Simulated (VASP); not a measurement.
O: single point with PBEsol

The system is O.

```
CELL_PARAMETERS angstrom
0.00000 1.55398 1.55398
1.55398 0.00000 1.55398
1.55398 1.55398 0.00000
ATOMIC_POSITIONS crystal
O 0.00000 0.00000 0.00000
```

```yaml
Program: VASP 6.6.1
Task: single point
Functional: PBEsol
Potentials_or_basis: VASP PAW PBE potentials, release 64 (O)
Cutoff: 520 eV
k_mesh: 18 × 18 × 18
Occupations: fermi-dirac, width 0.08 eV
Spin: no spin polarisation
```

```json
{
  "Pressure": "-0.5 GPa",
  "Band gap on the k mesh": "zero (band 3 reaches 4.69 eV, above the bottom of band 4 at 0.95 eV)"
}
```

Levels at points of the mesh, in eV from the Fermi level:
| k point | band 1 | band 2 | band 3 | band 4 | band 5 | band 6 |
| --- | --- | --- | --- | --- | --- | --- |
| (0.00, 0.00, 0.00) | -21.76 | 2.04 | 2.04 | 2.04 | 19.13 | 35.11 |
| (0.50, 0.00, 0.00) | -16.97 | -7.35 | 1.17 | 1.17 | 22.04 | 25.58 |
| (0.50, 0.50, 0.00) | -15.35 | -6.19 | -0.81 | -0.81 | 16.93 | 21.81 |

Wall time 10 s on 1 thread of AMD EPYC 7R43 64-Core Processor (Zen 3), with other jobs on the host, peak memory 0.08 GiB.

Caveat: the PAW data sets were made with another functional, which shifts forces and pressure a little.
